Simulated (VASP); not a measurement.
# Sb (P2_1/m) in VASP: a series of runs

Runs on Sb. Level: PBE. Tasks: single point.

Program: VASP 6.6.1. These are calculated values, not measurements. Logs are shortened: lines on timing, memory, paths and dates and some standing lists are left out, and cuts for length are marked.

### 1 The cell of the first run

It takes space group P2_1/m (No. 11, monoclinic). Conventional cell: a = 3.122 Å, b = 4.348 Å, c = 4.406 Å, α = 90.00°, β = 90.51°, γ = 90.00°. Within 4.0 Å of Sb (site symmetry m) lie 6 Sb at 3.04 to 3.15 Å.

### 2 Single point, PBE

Input file INCAR:

```
SYSTEM = Sb
  PREC = Accurate
  ENCUT = 500
  EDIFF = 1E-6
  ISMEAR = -4
  SIGMA = 0.1
  LREAL = .FALSE.
  LASPH = .TRUE.
  NELM = 120
  ALGO = Normal
  ISIF = 2
  LWAVE = .FALSE.
  LCHARG = .TRUE.
  GGA = PE
  LELF = .TRUE.
  LVHAR = .TRUE.
  NBANDS = 12
  GGA_COMPAT = .FALSE.
```

Input file KPOINTS:

```
Automatic mesh
0
G
  6 4 4
  0 0 0
```

Input file POSCAR:

```
Sb
1.0
    3.1224020000      0.0000000000      0.0000000000
    0.0000000000      4.3475180000      0.0000000000
   -0.0389150000      0.0000000000      4.4058520000
Sb
2
Direct
    0.9886110000      0.7500000000      0.7588340000
    0.0113890000      0.2500000000      0.2411660000
```

Potentials or basis: VASP PAW PBE potentials, release 64 (Sb).

Command:

```sh
$ cat potpaw_PBE.64/Sb/POTCAR > POTCAR
$ mpirun -np 1 vasp_std > vasp.out
```

OUTCAR:

```text
SYSTEM = Sb
   PREC = Accurate
   ENCUT = 500
   EDIFF = 1E-6
   ISMEAR = -4
   LREAL = .FALSE.
   LASPH = .TRUE.
   NELM = 120
   ISIF = 2
   GGA = PE

 ion  position               nearest neighbor table
   1  0.989  0.750  0.759-   2 3.04   2 3.04   2 3.15   2 3.15
   2  0.011  0.250  0.241-   1 3.04   1 3.04   1 3.15   1 3.15

  LATTYP: Found a simple monoclinic cell.
 ALAT       =     3.1224020000
 B/A-ratio  =     1.3923633152
 C/A-ratio  =     1.4111007668
 COS(beta)  =    -0.0088322263

  Lattice vectors:

 A1 = (   3.1224020000,   0.0000000000,   0.0000000000)
 A2 = (   0.0000000000,   4.3475180000,   0.0000000000)
 A3 = (  -0.0389150000,   0.0000000000,   4.4058520000)

Analysis of symmetry for initial positions (statically):
=====================================================================
 Subroutine PRICEL returns:
 Original cell was already a primitive cell.

 Routine SETGRP: Setting up the symmetry group for a
 simple monoclinic supercell.

 Subroutine GETGRP returns: Found  4 space group operations
 (whereof  2 operations were pure point group operations)
 out of a pool of  4 trial point group operations.

The static configuration has the point symmetry S_2 .
 The point group associated with its full space group is C_2h.

Analysis of symmetry for dynamics (positions and initial velocities):
=====================================================================
 Subroutine PRICEL returns:
 Original cell was already a primitive cell.

 Routine SETGRP: Setting up the symmetry group for a
 simple monoclinic supercell.

 Subroutine GETGRP returns: Found  4 space group operations
 (whereof  2 operations were pure point group operations)
 out of a pool of  4 trial point group operations.

The dynamic configuration has the point symmetry S_2 .
 The point group associated with its full space group is C_2h.

 Subroutine INISYM returns: Found  4 space group operations
 (whereof  2 operations are pure point group operations),
 and found     1 'primitive' translations

----------------------------------------------------------------------------------------

                                     Primitive cell

  volume of cell :      59.8081

  direct lattice vectors                    reciprocal lattice vectors
     3.122402000  0.000000000  0.000000000     0.320266257  0.000000000  0.002828774
     0.000000000  4.347518000  0.000000000     0.000000000  0.230016299  0.000000000
[... 97 lines left out ...]
   PSTRESS=    0.0 pullay stress
   NELECT =      10.0000    total number of electrons
   NUPDOWN=      -1.0000    fix difference up-down
   EMIN   =  10.00;   EMAX   =-10.00  energy-range for DOS
   EFERMI =   0.00;   METHOD = LEGACY
   ISMEAR =    -4;   SIGMA  =   0.10  broadening in eV -4-tet -1-fermi 0-gaus
   EFERMI_NEDOS =   21; number of points for ismear=-14 and -15
   IALGO  =     38    algorithm
   IMIX   =      4    mixing-type and parameters
     AMIX     =   0.40;   BMIX     =  1.00
     AMIX_MAG =   1.60;   BMIX_MAG =  1.00
  volume/ion in A,a.u.               =      29.90       201.80
  Fermi-wavevector in a.u.,A,eV,Ry     =   0.901893  1.704330 11.067117  0.813410
  Thomas-Fermi vector in A             =   2.025029
   LORBIT       =      0    0 simple, 1 ext, 2 COOP (PROOUT), +10 PAW based schemes
   GGA     = PE    functional components
   LHFCALC =     F    Hartree Fock is set to
   AEXX    =    0.0000 exact exchange contribution
   IVDW    =     0    specifies the selected vdW correction
   LEPSILON=     F    determine dielectric tensor
   LRPA    =     F    only Hartree local field effects (RPA)
 non-spin polarized calculation
 Fermi weights with tetrahedron method witout Bloechl corrections
  energy-cutoff  :      500.00
  volume of cell :       59.81
 maximum number of plane-waves:      1536
   NGX = 11   NGY = 15   NGZ = 17

 number of electron      10.0000000 magnetization

 number of electron       9.9999999 magnetization

 Free energy of the ion-electron system (eV)
  ---------------------------------------------------
  ext. energy  EPLUGINS =         0.00000000
  ---------------------------------------------------
  free energy    TOTEN  =        -7.75493089 eV

  energy without entropy =       -7.75493089  energy(sigma->0) =       -7.75493089

 E-fermi :   7.1386     XC(G=0):  -9.6008

 val. band max:        7.6482184230   @ k =   0.5000   0.5000   0.0000
 cond. band min:       6.2566728765   @ k =   0.0000   0.0000   0.5000
 fundamental gap:     -1.3915455465
 Fermi energy:         7.1386487712

 k-point     1 :       0.0000    0.0000    0.0000
  band No.  band energies     occupation
      1      -5.2563      2.00000
      2      -0.1958      2.00000
      3       3.5506      2.00000
      4       3.6837      2.00000
      5       9.2624      0.00010
      6      10.2072      0.00000
      7      10.4449      0.00000
      8      10.5760      0.00000
      9      13.8055      0.00000
     10      14.1096      0.00000
     11      14.4164      0.00000
     12      15.4074      0.00000
[... 331 lines left out ...]
 k-point    24 :      -0.1667    0.2500    0.2500
  band No.  band energies     occupation
      1      -3.9885      2.00000
      2      -1.4839      2.00000
      3       2.7446      2.00000
      4       5.5690      2.00000
      5       7.7074      0.50003
      6       7.9330      0.24323
      7      10.1488      0.00000
      8      11.6574      0.00000
      9      12.6667      0.00000
     10      14.9241      0.00000
     11      15.5169      0.00000
     12      16.9381      0.00000

 [... further k-points ...]

------------------------ aborting loop because EDIFF is reached ----------------------------------------

  FORCE on cell =-STRESS in cart. coord.  units (eV):
  Direction    XX          YY          ZZ          XY          YZ          ZX
  --------------------------------------------------------------------------------------
  -------------------------------------------------------------------------------------
  Total        0.9680943      0.4941424      0.3201044      0.0000000      0.0000000     -0.0244153
  in kB       25.9339172     13.2373980      8.5751568      0.0000000      0.0000000     -0.6540522
  external PRESSURE =      15.9154907 kB  Pullay stress =       0.0000000 kB

 VOLUME and BASIS-vectors are now :
 -----------------------------------------------------------------------------
  energy-cutoff  :      500.00
  volume of cell :       59.81
      direct lattice vectors                 reciprocal lattice vectors
     3.122402000  0.000000000  0.000000000     0.320266257  0.000000000  0.002828774
     0.000000000  4.347518000  0.000000000     0.000000000  0.230016299  0.000000000
    -0.038915000  0.000000000  4.405852000     0.000000000  0.000000000  0.226970856

 POSITION                                       TOTAL-FORCE (eV/Angst)
 -----------------------------------------------------------------------------------
      3.05731      3.26064      3.34331         0.026288     -0.000000      0.106187
      0.02618      1.08688      1.06254        -0.026288      0.000000     -0.106187
 -----------------------------------------------------------------------------------
    total drift:                               -0.000000      0.000000      0.000000

  FREE ENERGIE OF THE ION-ELECTRON SYSTEM (eV)
  ---------------------------------------------------
  free  energy   TOTEN  =        -7.7549308897 eV

  energy  without entropy=       -7.7549308897  energy(sigma->0) =       -7.75493089
```

Run time: 24 s. Hardware: 1 thread of Intel Xeon 8259CL, shared host; peak memory 0.17 GiB.

Results:

```
Free energy            : -7.7549 eV
Pressure               : 1.6 GPa
Largest force          : 0.109 eV/Å
Band gap on the k mesh : zero (bands 5 and 6 overlap by 8.60 eV)
```

Forces in eV/Å, atoms in the order of the input:
```
Sb   0.026  0.000  0.106
Sb  -0.026  0.000 -0.106
```

Stress tensor (GPa, compression positive):
```
 2.59  0.00 -0.07
 0.00  1.32  0.00
-0.07  0.00  0.86
```

Levels at points of the mesh, in eV from the Fermi level:
```tsv
k point	band 2	band 3	band 4	band 5	band 6	band 7	band 8	band 9
(0.00, 0.00, 0.00)	-7.33	-3.59	-3.45	2.12	3.07	3.31	3.44	6.67
(0.50, 0.00, 0.00)	-5.61	-4.53	-1.73	-1.59	-1.56	4.53	4.81	4.81
(0.00, 0.50, 0.00)	-10.60	-1.44	-1.44	-0.86	-0.86	4.75	4.75	8.16
(0.50, 0.50, 0.00)	-8.21	-3.94	-3.94	0.51	0.51	1.50	1.50	5.54
(0.00, 0.00, 0.50)	-10.42	-1.53	-1.02	-0.88	-0.74	4.54	4.91	7.83
(0.50, 0.00, 0.50)	-8.01	-4.12	-3.82	0.37	0.94	1.53	1.62	5.51
(0.00, 0.50, 0.50)	-9.95	-5.57	-5.57	5.08	5.08	5.36	5.36	8.94
(0.50, 0.50, 0.50)	-7.46	-3.59	-3.59	-3.51	-3.51	2.15	2.15	7.36
```

Caveat: the k points lie up to 0.36 Å⁻¹ apart, too coarse for converged energies and pressures of a metal; spin-orbit coupling is left out, which moves the levels of the heavy elements; tetrahedron occupations give inexact forces and stress in metals.

### 3 Single point, PBE

This run uses another cell than the first one, of 31.40 Å³/atom.

Input file INCAR:

```
  ALGO = Normal
  EDIFF = 1E-6
  ENCUT = 500
  GGA = PE
  GGA_COMPAT = F
  ISIF = 2
  ISMEAR = 0
  LASPH = T
  LCHARG = F
  LREAL = F
  LWAVE = F
  NBANDS = 12
  NELM = 120
  PREC = Accurate
  SIGMA = 0.1
```

Input file KPOINTS:

```
k-points
0
Gamma
  6 4 4
```

Input file POSCAR:

```
Sb
1.0
    3.1735980173      0.0000000000      0.0000000000
    0.0000000000      4.4188014564      0.0000000000
   -0.0395530642      0.0000000000      4.4780919215
Sb
2
Direct
    0.9886110000      0.7500000000      0.7588340000
    0.0113890000      0.2500000000      0.2411660000
```

Potentials or basis: VASP PAW PBE potentials, release 64 (Sb).

Command:

```sh
$ cat potpaw_PBE.64/Sb/POTCAR > POTCAR
$ mpirun -np 1 vasp_std > vasp.out
```

Wall time 22 s (1 thread of Intel Xeon 8259CL, shared host); peak memory 0.18 GiB.

Results (log left out):

```yaml
Free_energy: -8.1995 eV
Pressure: -1.8 GPa
Largest_force: 0.032 eV/Å
Band_gap_on_the_k_mesh: zero (bands 5 and 6 overlap by 8.10 eV)
```

Forces in eV/Å, atoms in the order of the input:
```
Sb   0.032  0.000  0.002
Sb  -0.032  0.000 -0.002
```

Stress tensor (GPa, compression positive):
```
-5.64  0.00  0.07
 0.00  0.24  0.00
 0.07  0.00 -0.14
```

Levels at points of the mesh, in eV from the Fermi level:
```csv
k point,band 2,band 3,band 4,band 5,band 6,band 7,band 8,band 9
"(0.00, 0.00, 0.00)",-7.28,-3.31,-3.19,2.33,3.03,3.24,3.39,6.54
"(0.50, 0.00, 0.00)",-5.22,-4.72,-1.57,-1.45,-1.38,4.57,4.84,4.95
"(0.00, 0.50, 0.00)",-10.27,-1.27,-1.27,-0.75,-0.75,4.59,4.59,8.11
"(0.50, 0.50, 0.00)",-8.06,-3.61,-3.61,0.55,0.55,1.41,1.41,5.65
"(0.00, 0.00, 0.50)",-10.09,-1.36,-0.85,-0.79,-0.65,4.39,4.75,7.80
"(0.50, 0.00, 0.50)",-7.87,-3.78,-3.48,0.41,0.98,1.42,1.51,5.61
"(0.00, 0.50, 0.50)",-9.69,-5.18,-5.18,4.89,4.89,5.14,5.14,8.88
"(0.50, 0.50, 0.50)",-7.41,-3.32,-3.32,-3.21,-3.21,2.40,2.40,6.95
```

Caveat: the stress differs along the axes, from -6 to 0 GPa; spin-orbit coupling is left out, which moves the levels of the heavy elements.

The gap in the log of VASP goes by the Fermi energy; the results here count the filled bands.